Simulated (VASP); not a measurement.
Input of a VASP 6.6.1 run:

Contents of POSCAR:

```
Mg
1.0
    0.0000000000      2.2480938116      2.2480938116
    2.2480938116      0.0000000000      2.2480938116
    2.2480938116      2.2480938116      0.0000000000
Mg
1
Direct
    0.0000000000      0.0000000000      0.0000000000
```

File INCAR.step1:

```
SYSTEM = Mg
PREC     = Accurate       ! precision mode
ENCUT    = 520            ! plane-wave cutoff, eV
ISMEAR   = 0              ! smearing method
SIGMA    = 0.1            ! smearing width, eV
LREAL    = .False.        ! projectors in reciprocal space
LASPH    = .True.         ! aspherical terms in the spheres
NELM     = 60             ! most SCF steps
NBANDS   = 7              ! bands
GGA      = PE             ! functional
ALGO     = Normal         ! electronic algorithm
EDIFF    = 1E-4           ! SCF threshold, eV
LWAVE    = .True.         ! write WAVECAR
LCHARG   = .False.        ! write CHGCAR
```

The input INCAR.step2:

```
SYSTEM = Mg
PREC     = Accurate       ! precision mode
ENCUT    = 520            ! plane-wave cutoff, eV
EDIFF    = 1E-7           ! SCF threshold, eV
ISMEAR   = 0              ! smearing method
SIGMA    = 0.1            ! smearing width, eV
LREAL    = .False.        ! projectors in reciprocal space
LASPH    = .True.         ! aspherical terms in the spheres
NELM     = 60             ! most SCF steps
ALGO     = Normal         ! electronic algorithm
ISIF     = 2              ! what is computed and relaxed
LWAVE    = .False.        ! write WAVECAR
LCHARG   = .False.        ! write CHGCAR
METAGGA  = R2SCAN         ! meta-GGA
LMIXTAU  = .True.       
NBANDS   = 7              ! bands
ISTART   = 1
```

Contents of KPOINTS:

```
regular mesh
0
Gamma
  16 16 16
  0 0 0
```

Potentials or basis: VASP PAW PBE potentials, release 64 (Mg).

Run with:

```sh
$ cat potpaw_PBE.64/Mg/POTCAR > POTCAR
$ cp INCAR.step1 INCAR
$ mpirun -np 1 vasp_std > vasp.out
$ cp INCAR.step2 INCAR
$ mpirun -np 1 vasp_std > vasp.out
```

(1) What does it give for the band gap on the k mesh?

(2) Predict the pressure.

Results:

(1) zero (band 1 reaches 4.20 eV, above the bottom of band 2 at 1.44 eV).

(2) -0.3 GPa.

Caveat: the PAW data sets were made with another functional, which shifts forces and pressure a little.
